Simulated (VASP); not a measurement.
# CuPt6 (Pm-3m) in VASP: further runs, part 2 of 3

VASP 6.6.1. The steps go on from the part before.

## Step 4: Relaxation of cell and atoms, PBE

INCAR reads:

```
SYSTEM = CuPt6
ALGO = Normal
EDIFF = 1E-6
EDIFFG = -0.01
ENCUT = 600
GGA = PE
IBRION = 2
ISIF = 3
ISMEAR = 0
LASPH = .TRUE.
LCHARG = .FALSE.
LREAL = .FALSE.
LWAVE = .FALSE.
NELM = 100
NSW = 100
PREC = Accurate
SIGMA = 0.1
```

KPOINTS reads:

```
k-points
0
G
  6 6 6
  0 0 0
```

POSCAR reads:

```
CuPt6
1.0
    6.9866158697      0.0000000000      0.0000000000
    0.0000000000      6.9866158697      0.0000000000
    0.0000000000      0.0000000000      6.9866158697
Cu Pt
1 6
Direct
    0.5000000000      0.5000000000      0.5000000000
    0.1733733942      0.5000000000      0.5000000000
    0.8266266058      0.5000000000      0.5000000000
    0.5000000000      0.1733733942      0.5000000000
    0.5000000000      0.8266266058      0.5000000000
    0.5000000000      0.5000000000      0.1733733942
    0.5000000000      0.5000000000      0.8266266058
```

Potentials or basis: VASP PAW PBE potentials, release 64 (Cu, Pt).

Run with:

```sh
cat potpaw_PBE.64/Cu/POTCAR potpaw_PBE.64/Pt/POTCAR > POTCAR
mpirun -np 1 vasp_std > vasp.out
```

OUTCAR:

```text
SYSTEM = CuPt6
   EDIFF = 1E-6
   EDIFFG = -0.01
   ENCUT = 600
   GGA = PE
   IBRION = 2
   ISIF = 3
   ISMEAR = 0
   LASPH = .TRUE.
   LREAL = .FALSE.
   NELM = 100
   NSW = 100
   PREC = Accurate

 ion  position               nearest neighbor table
   1  0.500  0.500  0.500-   2 2.28   3 2.28   4 2.28   5 2.28   6 2.28   7 2.28
   2  0.173  0.500  0.500-   1 2.28   3 2.42   4 3.23   5 3.23   6 3.23   7 3.23
   3  0.827  0.500  0.500-   1 2.28   2 2.42   4 3.23   5 3.23   6 3.23   7 3.23
   4  0.500  0.173  0.500-   1 2.28   5 2.42   3 3.23   2 3.23   6 3.23   7 3.23
   5  0.500  0.827  0.500-   1 2.28   4 2.42   3 3.23   2 3.23   6 3.23   7 3.23
   6  0.500  0.500  0.173-   1 2.28   7 2.42   3 3.23   4 3.23   5 3.23   2 3.23
   7  0.500  0.500  0.827-   1 2.28   6 2.42   3 3.23   4 3.23   5 3.23   2 3.23

  LATTYP: Found a simple cubic cell.
 ALAT       =     6.9866158697

  Lattice vectors:

 A1 = (   6.9866158697,   0.0000000000,   0.0000000000)
 A2 = (   0.0000000000,   6.9866158697,   0.0000000000)
 A3 = (   0.0000000000,   0.0000000000,   6.9866158697)

Analysis of symmetry for initial positions (statically):
=====================================================================
 Subroutine PRICEL returns:
 Original cell was already a primitive cell.

 Routine SETGRP: Setting up the symmetry group for a
 simple cubic supercell.

 Subroutine GETGRP returns: Found 48 space group operations
 (whereof 48 operations were pure point group operations)
 out of a pool of 48 trial point group operations.

The static configuration has the point symmetry O_h .

Analysis of symmetry for dynamics (positions and initial velocities):
=====================================================================
 Subroutine PRICEL returns:
 Original cell was already a primitive cell.

 Routine SETGRP: Setting up the symmetry group for a
 simple cubic supercell.

 Subroutine GETGRP returns: Found 48 space group operations
 (whereof 48 operations were pure point group operations)
 out of a pool of 48 trial point group operations.

The dynamic configuration has the point symmetry O_h .

 Subroutine INISYM returns: Found 48 space group operations
 (whereof 48 operations are pure point group operations),
 and found     1 'primitive' translations

----------------------------------------------------------------------------------------

                                     Primitive cell

  volume of cell :     341.0363

  direct lattice vectors                    reciprocal lattice vectors
     6.986615870  0.000000000  0.000000000     0.143130812  0.000000000  0.000000000
     0.000000000  6.986615870  0.000000000     0.000000000  0.143130812  0.000000000
     0.000000000  0.000000000  6.986615870     0.000000000  0.000000000  0.143130812

  length of vectors
     6.986615870  6.986615870  6.986615870     0.143130812  0.143130812  0.143130812

  position of ions in fractional coordinates (direct lattice)
     0.500000000  0.500000000  0.500000000
     0.173373394  0.500000000  0.500000000
     0.826626606  0.500000000  0.500000000
     0.500000000  0.173373394  0.500000000
     0.500000000  0.826626606  0.500000000
     0.500000000  0.500000000  0.173373394
     0.500000000  0.500000000  0.826626606

  ion indices of the primitive-cell ions
   primitive index   ion index
                 1           1
                 2           2
                 3           3
                 4           4
                 5           5
                 6           6
                 7           7

----------------------------------------------------------------------------------------

 KPOINTS: k-points

Automatic generation of k-mesh.
 Grid dimensions read from file:
 generate k-points for:    6    6    6

 Generating k-lattice:

  Cartesian coordinates                     Fractional coordinates (reciprocal lattice)
     0.023855135  0.000000000  0.000000000     0.166666667  0.000000000  0.000000000
     0.000000000  0.023855135  0.000000000     0.000000000  0.166666667  0.000000000
     0.000000000  0.000000000  0.023855135     0.000000000  0.000000000  0.166666667

  Length of vectors
     0.023855135  0.023855135  0.023855135

  Shift w.r.t. Gamma in fractional coordinates (k-lattice)
     0.000000000  0.000000000  0.000000000

 Subroutine IBZKPT returns following result:
 ===========================================

 Found     20 irreducible k-points:

 Following reciprocal coordinates:
            Coordinates               Weight
  0.000000  0.000000  0.000000      1.000000
  0.166667  0.000000  0.000000      6.000000
  0.333333  0.000000  0.000000      6.000000
  0.500000  0.000000  0.000000      3.000000
  0.166667  0.166667  0.000000     12.000000
  0.333333  0.166667  0.000000     24.000000
[... 12 lines left out ...]
  0.500000  0.500000  0.333333      6.000000
  0.500000  0.500000  0.500000      1.000000
   k-points           NKPTS =     20   k-points in BZ     NKDIM =     20   number of bands    NBANDS=     42
   number of dos      NEDOS =    301   number of ions     NIONS =      7
   total plane-waves  NPLWV = 175616
   dimension x,y,z NGX =    56 NGY =   56 NGZ =   56
   dimension x,y,z NGXF=   112 NGYF=  112 NGZF=  112
   ions per type =               1   6
   NGX,Y,Z   is equivalent  to a cutoff of  13.33, 13.33, 13.33 a.u.
   NGXF,Y,Z  is equivalent  to a cutoff of  26.65, 26.65, 26.65 a.u.
 SYSTEM =  CuPt6
   PREC   = accura    normal or accurate (medium, high low for compatibility)
   ISTART =      0    job   : 0-new  1-cont  2-samecut
   ICHARG =      2    charge: 1-file 2-atom 10-const
   ISPIN  =      1    spin polarized calculation?
   LNONCOLLINEAR =      F non collinear calculations
   LSORBIT =      F    spin-orbit coupling
   LASPH  =      T    aspherical Exc in radial PAW
   ENCUT  =  600.0 eV  44.10 Ry    6.64 a.u.  13.95 13.95 13.95*2*pi/ulx,y,z
   NELM   =    100;   NELMIN=  2; NELMDL= -5     # of ELM steps
   EDIFF  = 0.1E-05   stopping-criterion for ELM
   LREAL  =      F    real-space projection
   EDIFFG = -.1E-01   stopping-criterion for IOM
   NSW    =    100    number of steps for IOM
   IBRION =      2    ionic relax: 0-MD 1-quasi-New 2-CG
   NFREE  =      1    steps in history (QN), initial steepest desc. (CG)
   ISIF   =      3    stress and relaxation
   ISYM   =      2    0-nonsym 1-usesym 2-fastsym
   POTIM  = 0.5000    time-step for ionic-motion
   TEBEG  =    0.0;   TEEND  =   0.0 temperature during run
   PSTRESS=    0.0 pullay stress
   NELECT =      71.0000    total number of electrons
   NUPDOWN=      -1.0000    fix difference up-down
   EMIN   =  10.00;   EMAX   =-10.00  energy-range for DOS
   EFERMI =   0.00;   METHOD = LEGACY
   ISMEAR =     0;   SIGMA  =   0.10  broadening in eV -4-tet -1-fermi 0-gaus
   EFERMI_NEDOS =   21; number of points for ismear=-14 and -15
   IALGO  =     38    algorithm
   IMIX   =      4    mixing-type and parameters
     AMIX     =   0.40;   BMIX     =  1.00
     AMIX_MAG =   1.60;   BMIX_MAG =  1.00
  volume/ion in A,a.u.               =      48.72       328.78
  Fermi-wavevector in a.u.,A,eV,Ry     =   0.970273  1.833551 12.808937  0.941430
  Thomas-Fermi vector in A             =   2.100395
   LORBIT       =      0    0 simple, 1 ext, 2 COOP (PROOUT), +10 PAW based schemes
   GGA     = PE    functional components
   LHFCALC =     F    Hartree Fock is set to
   AEXX    =    0.0000 exact exchange contribution
   IVDW    =     0    specifies the selected vdW correction
   LEPSILON=     F    determine dielectric tensor
   LRPA    =     F    only Hartree local field effects (RPA)
 conjugate gradient relaxation of ions
 non-spin polarized calculation
 Gauss-broadening in eV      SIGMA  =   0.10
  energy-cutoff  :      600.00
  volume of cell :      341.04
 maximum number of plane-waves:     11416
 NGX is ok and might be reduce to    56
   NGX = 27   NGY = 27   NGZ = 27

--------------------------------------- Ionic step        1  -------------------------------------------

 number of electron      71.0000026 magnetization

 Free energy of the ion-electron system (eV)
  ---------------------------------------------------
  ext. energy  EPLUGINS =         0.00000000
  ---------------------------------------------------
  free energy    TOTEN  =       -25.23264674 eV

  energy without entropy =      -25.11960338  energy(sigma->0) =      -25.17612506

------------------------ aborting loop because EDIFF is reached ----------------------------------------

  FORCE on cell =-STRESS in cart. coord.  units (eV):
  Direction    XX          YY          ZZ          XY          YZ          ZX
  --------------------------------------------------------------------------------------
  -------------------------------------------------------------------------------------
  Total        0.0821915      0.0821915      0.0821915      0.0000000      0.0000000     -0.0000000
  in kB        0.3861330      0.3861330      0.3861330      0.0000000      0.0000000     -0.0000000
  external PRESSURE =       0.3861330 kB  Pullay stress =       0.0000000 kB
[... 67 lines left out ...]
  energy  without entropy=      -25.1193763489  energy(sigma->0) =      -25.17605737

--------------------------------------- Ionic step        3  -------------------------------------------

 number of electron      71.0000026 magnetization

 Free energy of the ion-electron system (eV)
  ---------------------------------------------------
  ext. energy  EPLUGINS =         0.00000000
  ---------------------------------------------------
  free energy    TOTEN  =       -25.23282325 eV

  energy without entropy =      -25.11960202  energy(sigma->0) =      -25.17621263

 E-fermi :  -1.2935     XC(G=0):  -6.2145

 val. band max:       -1.3016199604   @ k =   0.5000   0.1667   0.0000
 cond. band min:      -1.2720897220   @ k =   0.5000   0.3333   0.3333
 fundamental gap:      0.0295302384
 Fermi energy:        -1.2934867879

 k-point     1 :       0.0000    0.0000    0.0000
  band No.  band energies     occupation
      1      -8.2462      2.00000
      2      -6.7413      2.00000
      3      -6.7413      2.00000
      4      -5.3657      2.00000
      5      -5.3657      2.00000
      6      -5.3657      2.00000
[... 923 lines left out ...]
  FREE ENERGIE OF THE ION-ELECTRON SYSTEM (eV)
  ---------------------------------------------------
  free  energy   TOTEN  =       -25.2328232461 eV

  energy  without entropy=      -25.1196020165  energy(sigma->0) =      -25.17621263

 reached required accuracy - stopping structural energy minimisation
```

Wall time 18 min (1 thread of Intel Xeon Platinum 8259CL at 2.50GHz (Skylake/Cascade Lake), shared host); peak memory 0.65 GiB.

What came out:

```yaml
Free_energy: -25.2328 eV
Relaxed_volume: 48.77 Å³/atom
Relaxed_cell: a = 6.989 Å, b = 6.989 Å, c = 6.989 Å, α = 90.00°, β = 90.00°, γ = 90.00°
Space_group_after_relaxing_to_0.05_Å: Pm-3m (No. 221)
Energy_gained_by_relaxing: 0.0 meV/atom
Ionic_steps: 3
Pressure_after_relaxing: 0.0 GPa
```

Forces in eV/Å, atoms in the order of the input:
```
Cu   0.000  0.000  0.000
Pt  -0.003  0.000  0.000
Pt   0.003  0.000  0.000
Pt   0.000 -0.003  0.000
Pt   0.000  0.003  0.000
Pt   0.000  0.000 -0.003
Pt   0.000  0.000  0.003
```

The path:
```tsv
step	energy change (eV)	largest force (eV/Å)	pressure (GPa)	volume (Å³)
1	0.0000	0.0408	0.04	341.04
2	-0.0001	0.0253	-0.03	341.62
3	-0.0002	0.0027	0.01	341.37
```

Final structure:
```
Cu Pt
1.0
     6.98892    0.00000    0.00000
     0.00000    6.98892    0.00000
     0.00000    0.00000    6.98892
Cu Pt
1 6
Direct
  0.50000 0.50000 0.50000
  0.17321 0.50000 0.50000
  0.82679 0.50000 0.50000
  0.50000 0.17321 0.50000
  0.50000 0.82679 0.50000
  0.50000 0.50000 0.17321
  0.50000 0.50000 0.82679
```

Levels at points of the mesh, in eV from the Fermi level:
```tsv
k point	band 33	band 34	band 35	band 36	band 37	band 38	band 39	band 40
(0.00, 0.00, 0.00)	-0.36	0.19	0.19	0.22	0.22	0.22	0.30	0.30
(0.50, 0.00, 0.00)	-0.31	-0.17	-0.09	-0.09	0.26	0.30	0.83	1.37
(0.50, 0.50, 0.00)	-0.14	-0.14	-0.07	-0.07	0.04	0.57	0.60	2.02
(0.50, 0.50, 0.50)	-0.16	-0.09	-0.08	-0.08	-0.08	0.59	0.59	3.13
```

Caveat: spin-orbit coupling is left out, which moves the levels of the heavy elements.

(Part 2 of 3 ends here.)
